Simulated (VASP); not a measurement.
# Ir (a cell with a defect) in VASP: single point with PBE

Aim: the single point of Ir (a cell with a defect) with PBE.

All numbers are computed with VASP 6.6.1; they aren't measurements. Logs are shortened: lines on timing, memory, paths and dates and some standing lists are left out, and cuts for length are marked.

## 1. The cell of the first run

The cell holds a defect, 35 atoms: a = 8.210 Å, b = 8.210 Å, c = 10.946 Å, α = 60.00°, β = 60.00°, γ = 60.00°.

## 2. Single point, PBE

Input file INCAR:

```
SYSTEM = Ir
PREC = Accurate
ENCUT = 520
EDIFF = 1E-6
ISMEAR = 1
SIGMA = 0.1
LREAL = Auto
LASPH = .TRUE.
NELM = 60
ALGO = Normal
ISIF = 2
LWAVE = .FALSE.
LCHARG = .TRUE.
GGA = PE
LVHAR = .TRUE.
NBANDS = 180
KPAR = 2
NCORE = 2
```

Input file KPOINTS:

```
Automatic mesh
0
G
  2 2 2
  0 0 0
```

Input file POSCAR:

```
Ir
1.0
    0.0000000000      5.8050291800      5.8050291800
    5.8050291800      0.0000000000      5.8050291800
    7.7400389100      7.7400389100      0.0000000000
Ir
35
Direct
   -0.0016278127      0.0017347889     -0.0003416649
   -0.0033796557      0.0081403553      0.2585709224
   -0.1663442112      0.1661188893      0.4986756585
   -0.0075353626      0.0034296124      0.7419400686
    0.0041784458      0.3366520545     -0.0026034753
    0.0165362649      0.3490145247      0.2355013355
    0.0148440253      0.3473214238      0.4953427295
    0.0018740647      0.3343425054      0.7488169074
    0.0005241145      0.6742604350     -0.0039088305
   -0.0004942266      0.6742236565      0.2493690306
    0.0022232446      0.6731990277      0.5009012287
   -0.0006753627      0.6644573835      0.7515095942
    0.3256252366     -0.0010122257      0.0038705232
    0.3365492127      0.0003321258      0.2479605106
    0.3259767421     -0.0022517544      0.4988492364
    0.3262236832      0.0003297141      0.7504653488
    0.3417864818      0.3329923830     -0.0039094765
    0.3417478084      0.3319805879      0.2493690306
    0.3407203373      0.3346919438      0.5009020685
    0.3319870478      0.3317948007      0.7515099818
    0.3338117587      0.6662827834     -0.0000502581
    0.3343151154      0.6667909635      0.2552695178
    0.3335444905      0.6660248175      0.5001961289
    0.3329866983      0.6654556558      0.7444836605
    0.6642681510     -0.0032599319      0.0014904318
    0.6657486776     -0.0017738929      0.2509942809
    0.6518830281     -0.0156491892      0.5047885476
    0.6515510745     -0.0159818318      0.7637474525
    0.6692651974      0.3308439872     -0.0003387580
    0.6756663711      0.3290942975      0.2585698888
    0.6709576092      0.3249383322      0.7419383244
    0.6665127564      0.6580947109      0.0038712984
    0.6678599504      0.6690253192      0.2479583788
    0.6652725387      0.6584460442      0.4988480736
    0.6678602949      0.6586932436      0.7504647674
```

Potentials or basis: VASP PAW PBE potentials, release 64 (Ir).

Launch:

```bash
> cat potpaw_PBE.64/Ir/POTCAR > POTCAR
> mpirun -np 4 vasp_std > vasp.out
```

OUTCAR:

```text
SYSTEM = Ir
   PREC = Accurate
   ENCUT = 520
   EDIFF = 1E-6
   ISMEAR = 1
   LREAL = Auto
   LASPH = .TRUE.
   NELM = 60
   ISIF = 2
   GGA = PE

 ion  position               nearest neighbor table
   1  0.998  0.002  1.000-  13 2.70   9 2.70  29 2.70  16 2.71  10 2.71   8 2.74  26 2.74  25 2.75
                            21 2.75   5 2.76   4 2.84   2 2.85
   2  0.997  0.008  0.259-  30 2.63  11 2.70  14 2.70  13 2.75   6 2.76  27 2.78   5 2.78  10 2.78
                            22 2.79  26 2.80   1 2.85   3 2.92
   3  0.834  0.166  0.499-   6 2.53  28 2.54  27 2.55   7 2.56   2 2.92  30 2.92   4 2.96  31 2.96
[... 51 lines left out ...]
  29  0.669  0.331  1.000-  32 2.70  17 2.70   1 2.70  35 2.71  18 2.71   8 2.74  26 2.74  25 2.75
                            21 2.75   5 2.76  31 2.84  30 2.85
  30  0.676  0.329  0.259-   2 2.63  19 2.70  33 2.70  32 2.75   6 2.76  27 2.78   5 2.78  18 2.78
                            22 2.79  26 2.80  29 2.85   3 2.92
  31  0.671  0.325  0.742-   4 2.64  34 2.70  20 2.70  17 2.74  28 2.77  25 2.77   7 2.77  35 2.77
                            24 2.79   8 2.80  29 2.84   3 2.96
  32  0.667  0.658  0.004-  28 2.65  29 2.70   5 2.71  21 2.72  33 2.72  22 2.74  12 2.75  30 2.75
                            25 2.76  35 2.77   9 2.77  13 2.80
  33  0.668  0.669  0.248-  34 2.69  25 2.69  30 2.70  22 2.71  26 2.71  14 2.72  32 2.72   9 2.74
                             6 2.75  10 2.75  23 2.75
  34  0.665  0.658  0.499-  27 2.65  23 2.69  33 2.69  31 2.70  24 2.71   7 2.72  10 2.74  26 2.75
                            35 2.77  15 2.79  11 2.84
  35  0.668  0.659  0.750-  28 2.68  27 2.68   8 2.70  29 2.71  21 2.74  11 2.74  12 2.75  24 2.75
                            32 2.77  34 2.77  31 2.77  16 2.80

  LATTYP: Found a base centered monoclinic cell.
 ALAT       =    14.2193594330
 B/A-ratio  =     0.5773502692
 C/A-ratio  =     0.7698003593
 COS(beta)  =    -0.5773502692

  Lattice vectors:

 A1 = (  -0.0000000000,  -5.8050291800,  -5.8050291800)
 A2 = (  -5.8050291800,   0.0000000000,  -5.8050291800)
 A3 = (   7.7400389100,   7.7400389100,   0.0000000000)

Analysis of symmetry for initial positions (statically):
=====================================================================
 Subroutine PRICEL returns:
 Original cell was already a primitive cell.

 Routine SETGRP: Setting up the symmetry group for a
 base centered monoclinic supercell.

 Subroutine GETGRP returns: Found  1 space group operations
 (whereof  1 operations were pure point group operations)
 out of a pool of  4 trial point group operations.

The static configuration has the point symmetry C_1 .

Analysis of symmetry for dynamics (positions and initial velocities):
=====================================================================
 Subroutine PRICEL returns:
 Original cell was already a primitive cell.

 Routine SETGRP: Setting up the symmetry group for a
 base centered monoclinic supercell.

 Subroutine GETGRP returns: Found  1 space group operations
 (whereof  1 operations were pure point group operations)
 out of a pool of  4 trial point group operations.

The dynamic configuration has the point symmetry C_1 .

 Subroutine INISYM returns: Found  1 space group operations
 (whereof  1 operations are pure point group operations),
 and found     1 'primitive' translations

----------------------------------------------------------------------------------------

                                     Primitive cell

  volume of cell :     521.6533

  direct lattice vectors                    reciprocal lattice vectors
     0.000000000  5.805029180  5.805029180    -0.086132211  0.086132211  0.086132211
     5.805029180  0.000000000  5.805029180     0.086132211 -0.086132211  0.086132211
     7.740038910  7.740038910  0.000000000     0.064599158  0.064599158 -0.064599158

  length of vectors
     8.209550996  8.209550996 10.946068000     0.149185366  0.149185366  0.111889025

  position of ions in fractional coordinates (direct lattice)
     0.998372187  0.001734789  0.999658335
     0.996620344  0.008140355  0.258570922
     0.833655789  0.166118889  0.498675658
     0.992464637  0.003429612  0.741940069
     0.004178446  0.336652055  0.997396525
     0.016536265  0.349014525  0.235501335
[... 27 lines left out ...]
     0.665272539  0.658446044  0.498848074
     0.667860295  0.658693244  0.750464767

  ion indices of the primitive-cell ions
   primitive index   ion index
                 1           1
                 2           2
                 3           3
                 4           4
                 5           5
                 6           6
[... 27 lines left out ...]
                34          34
                35          35

----------------------------------------------------------------------------------------

 KPOINTS: Automatic mesh

Automatic generation of k-mesh.
 Grid dimensions read from file:
 generate k-points for:    2    2    2

 Generating k-lattice:

  Cartesian coordinates                     Fractional coordinates (reciprocal lattice)
    -0.043066106  0.043066106  0.043066106     0.500000000  0.000000000  0.000000000
     0.043066106 -0.043066106  0.043066106     0.000000000  0.500000000  0.000000000
     0.032299579  0.032299579 -0.032299579     0.000000000  0.000000000  0.500000000

  Length of vectors
     0.074592683  0.074592683  0.055944512

  Shift w.r.t. Gamma in fractional coordinates (k-lattice)
     0.000000000  0.000000000  0.000000000

 Subroutine IBZKPT returns following result:
 ===========================================

 Found      8 irreducible k-points:

 Following reciprocal coordinates:
            Coordinates               Weight
  0.000000  0.000000  0.000000      1.000000
  0.500000  0.000000  0.000000      1.000000
  0.000000  0.500000  0.000000      1.000000
  0.500000  0.500000  0.000000      1.000000
  0.000000  0.000000  0.500000      1.000000
  0.500000  0.000000  0.500000      1.000000
  0.000000  0.500000  0.500000      1.000000
  0.500000  0.500000  0.500000      1.000000
   k-points           NKPTS =      8   k-points in BZ     NKDIM =      8   number of bands    NBANDS=    180
   number of dos      NEDOS =    301   number of ions     NIONS =     35
   total plane-waves  NPLWV = 344064
   dimension x,y,z NGX =    64 NGY =   64 NGZ =   84
   dimension x,y,z NGXF=   128 NGYF=  128 NGZF=  168
   ions per type =              35
   NGX,Y,Z   is equivalent  to a cutoff of  12.96, 12.96, 12.76 a.u.
   NGXF,Y,Z  is equivalent  to a cutoff of  25.92, 25.92, 25.52 a.u.
 SYSTEM =  Ir
   PREC   = accura    normal or accurate (medium, high low for compatibility)
   ISTART =      0    job   : 0-new  1-cont  2-samecut
   ICHARG =      2    charge: 1-file 2-atom 10-const
   ISPIN  =      1    spin polarized calculation?
   LNONCOLLINEAR =      F non collinear calculations
   LSORBIT =      F    spin-orbit coupling
   LASPH  =      T    aspherical Exc in radial PAW
   ENCUT  =  520.0 eV  38.22 Ry    6.18 a.u.  15.26 15.26 20.35*2*pi/ulx,y,z
   NELM   =     60;   NELMIN=  2; NELMDL= -5     # of ELM steps
   EDIFF  = 0.1E-05   stopping-criterion for ELM
   LREAL  =      T    real-space projection
   EDIFFG = 0.1E-04   stopping-criterion for IOM
   NSW    =      0    number of steps for IOM
   IBRION =     -1    ionic relax: 0-MD 1-quasi-New 2-CG
   NFREE  =      0    steps in history (QN), initial steepest desc. (CG)
   ISIF   =      2    stress and relaxation
   ISYM   =      2    0-nonsym 1-usesym 2-fastsym
   POTIM  = 0.5000    time-step for ionic-motion
   TEBEG  =    0.0;   TEEND  =   0.0 temperature during run
   PSTRESS=    0.0 pullay stress
   NELECT =     315.0000    total number of electrons
   NUPDOWN=      -1.0000    fix difference up-down
   EMIN   =  10.00;   EMAX   =-10.00  energy-range for DOS
   EFERMI =   0.00;   METHOD = LEGACY
   ISMEAR =     1;   SIGMA  =   0.10  broadening in eV -4-tet -1-fermi 0-gaus
   EFERMI_NEDOS =   21; number of points for ismear=-14 and -15
   IALGO  =     38    algorithm
   IMIX   =      4    mixing-type and parameters
     AMIX     =   0.40;   BMIX     =  1.00
     AMIX_MAG =   1.60;   BMIX_MAG =  1.00
  volume/ion in A,a.u.               =      14.90       100.58
  Fermi-wavevector in a.u.,A,eV,Ry     =   1.383729  2.614869 26.051154  1.914706
  Thomas-Fermi vector in A             =   2.508300
   LORBIT       =      0    0 simple, 1 ext, 2 COOP (PROOUT), +10 PAW based schemes
   GGA     = PE    functional components
   LHFCALC =     F    Hartree Fock is set to
   AEXX    =    0.0000 exact exchange contribution
   IVDW    =     0    specifies the selected vdW correction
   LEPSILON=     F    determine dielectric tensor
   LRPA    =     F    only Hartree local field effects (RPA)
 non-spin polarized calculation
 Methfessel and Paxton  Order N= 1 SIGMA  =   0.10
  energy-cutoff  :      520.00
  volume of cell :      521.65
 maximum number of plane-waves:     14074
 NGX is ok and might be reduce to    64
   NGX = 31   NGY = 31   NGZ = 41

 number of electron     315.0000007 magnetization

 Free energy of the ion-electron system (eV)
  ---------------------------------------------------
  ext. energy  EPLUGINS =         0.00000000
  ---------------------------------------------------
  free energy    TOTEN  =      -304.48071671 eV

  energy without entropy =     -304.48258402  energy(sigma->0) =     -304.48133915

 E-fermi :   9.3939     XC(G=0): -13.6422

 val. band max:        9.3936714120   @ k =   0.5000   0.5000   0.5000
 cond. band min:       9.3995809005   @ k =   0.0000   0.5000   0.5000
 fundamental gap:      0.0059094885
 Fermi energy:         9.3938647271

 k-point     1 :       0.0000    0.0000    0.0000
  band No.  band energies     occupation
      1      -1.1342      2.00000
      2       0.9648      2.00000
      3       1.0571      2.00000
      4       1.6192      2.00000
      5       1.6352      2.00000
      6       1.6367      2.00000
[... 1365 lines left out ...]
    168       9.7309     -0.00002
    169       9.8003     -0.00000
 [bands above 169 left out]

------------------------ aborting loop because EDIFF is reached ----------------------------------------

  FORCE on cell =-STRESS in cart. coord.  units (eV):
  Direction    XX          YY          ZZ          XY          YZ          ZX
  --------------------------------------------------------------------------------------
  -------------------------------------------------------------------------------------
  Total       -5.7259957     -5.7230237      9.3431289     -8.0446000      3.2060979      3.2094310
  in kB      -17.5865092    -17.5773813     28.6959739    -24.7077435      9.8470333      9.8572704
  external PRESSURE =      -2.1559722 kB  Pullay stress =       0.0000000 kB

 VOLUME and BASIS-vectors are now :
 -----------------------------------------------------------------------------
  energy-cutoff  :      520.00
  volume of cell :      521.65
      direct lattice vectors                 reciprocal lattice vectors
     0.000000000  5.805029180  5.805029180    -0.086132211  0.086132211  0.086132211
     5.805029180  0.000000000  5.805029180     0.086132211 -0.086132211  0.086132211
     7.740038910  7.740038910  0.000000000     0.064599158  0.064599158 -0.064599158

 POSITION                                       TOTAL-FORCE (eV/Angst)
 -----------------------------------------------------------------------------------
      7.74746     13.53297      5.80565         0.016585      0.004266      0.004948
      2.04860      7.78676      5.83267        -0.015648      0.000260      0.000721
      4.82409      8.69917      5.80372         0.012701      0.013018      0.004539
      5.76255     11.50393      5.78120        -0.012192     -0.014403     -0.002031
      9.67416      7.74414      1.97853        -0.000072      0.000475     -0.041135
      3.84883      1.91878      2.12203         0.005511      0.004590     -0.007636
[... 27 lines left out ...]
      7.68340      7.72303      7.68422        -0.004318      0.001964     -0.005516
      9.63236      9.68558      7.70068        -0.008094      0.003565      0.001450
 -----------------------------------------------------------------------------------
    total drift:                                0.002092      0.000462      0.001956

  FREE ENERGIE OF THE ION-ELECTRON SYSTEM (eV)
  ---------------------------------------------------
  free  energy   TOTEN  =      -304.4807167147 eV

  energy  without entropy=     -304.4825840171  energy(sigma->0) =     -304.48133915
```

Wall time 21 min (4 MPI ranks of Oxide Virtual Turin-like, shared host); peak memory 0.56 GiB.

Results:

```yaml
Free_energy: -304.4807 eV
Pressure: -0.2 GPa
Largest_force: 0.041 eV/Å
Band_gap_on_the_k_mesh: zero (an odd number of electrons rules out a gap without spin polarisation)
```

Forces in eV/Å, atoms in the order of the input:
```
Ir   0.017  0.004  0.005
Ir  -0.016  0.000  0.001
Ir   0.013  0.013  0.005
Ir  -0.012 -0.014 -0.002
Ir   0.000  0.000 -0.041
Ir   0.006  0.005 -0.008
Ir  -0.004 -0.004 -0.022
Ir   0.002  0.001  0.002
Ir  -0.007  0.018  0.011
Ir   0.002  0.000 -0.005
Ir   0.014 -0.003  0.016
Ir  -0.006 -0.013  0.019
Ir  -0.010  0.007  0.000
Ir   0.013 -0.006 -0.023
Ir   0.001 -0.005 -0.007
Ir   0.004 -0.008  0.002
Ir   0.018 -0.008  0.011
Ir   0.001  0.002 -0.004
Ir  -0.003  0.015  0.017
Ir  -0.014 -0.006  0.017
Ir  -0.003 -0.003 -0.013
Ir   0.008  0.009 -0.003
Ir  -0.013 -0.012  0.006
Ir   0.008  0.009  0.004
Ir  -0.002 -0.003 -0.001
Ir  -0.007 -0.006  0.009
Ir   0.002  0.001  0.005
Ir   0.009  0.008  0.022
Ir   0.005  0.017  0.005
Ir   0.000 -0.015  0.001
Ir  -0.014 -0.012 -0.002
Ir   0.008 -0.011  0.000
Ir  -0.005  0.014 -0.023
Ir  -0.004  0.002 -0.006
Ir  -0.008  0.004  0.001
```

Caveat: the k points lie up to 0.47 Å⁻¹ apart, too coarse for converged energies and pressures of a metal; spin-orbit coupling is left out, which moves the levels of the heavy elements.
